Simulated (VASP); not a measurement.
Write the native input for VASP 6.6.1 that does the following.

```
Task                   : single point
Functional             : PBE
Dispersion             : D3(BJ)
Potentials or basis    : VASP PAW PBE potentials, release 64 (Mg, I)
Cutoff                 : 520 eV
k mesh                 : 9 × 9 × 4
Occupations            : gaussian, width 0.05 eV
Spin                   : no spin polarisation
Dipole correction      : no
Further INCAR settings : ALGO = Normal; EDIFF = 1e-06; NBANDS = 15
```

The structure of MgI2 lies in POSCAR:

```
MgI2
1.0
    3.9087814674      0.0000000000      0.0000000000
   -1.9543907337      3.3851040486      0.0000000000
    0.0000000000      0.0000000000      7.7488670762
Mg I
1 2
Direct
    0.0000000000      0.0000000000      0.0000000000
    0.3333333333      0.6666666667      0.7576300000
    0.6666666667      0.3333333333      0.2423700000
```

This cell differs from its parent crystal: ratio of the length along z to the lengths across it x 1.2, volume and fractional coordinates fixed.

These files were run (other wordings do the same):

INCAR

```
SYSTEM = MgI2
  PREC = Accurate
  ENCUT = 520
  EDIFF = 1E-6
  ISMEAR = 0
  SIGMA = 0.05
  LREAL = .FALSE.
  LASPH = .TRUE.
  NELM = 100
  ALGO = Normal
  ISIF = 2
  LWAVE = .FALSE.
  LCHARG = .FALSE.
  GGA = PE
  IVDW = 12
  NBANDS = 15
```

KPOINTS

```
Automatic mesh
0
G
  9 9 4
  0 0 0
```

Potentials or basis: VASP PAW PBE potentials, release 64 (Mg, I).

Launch:

```sh
$ cat potpaw_PBE.64/Mg/POTCAR potpaw_PBE.64/I/POTCAR > POTCAR
$ mpirun -np 1 vasp_std > vasp.out
```

It gave:

```json
{"Pressure": "0.1 GPa", "Largest force": "0.568 eV/Å", "Band gap on the k mesh": "2.96 eV, indirect (least direct gap 3.11 eV)", "Dispersion energy per atom": "-0.311 eV"}
```

Caveat: spin-orbit coupling is left out, which moves the levels of the heavy elements.

It took 33 s on 1 thread of Intel(R) Xeon(R) Platinum 8488C (Sapphire Rapids), with other jobs on the host, peak memory 0.26 GiB.
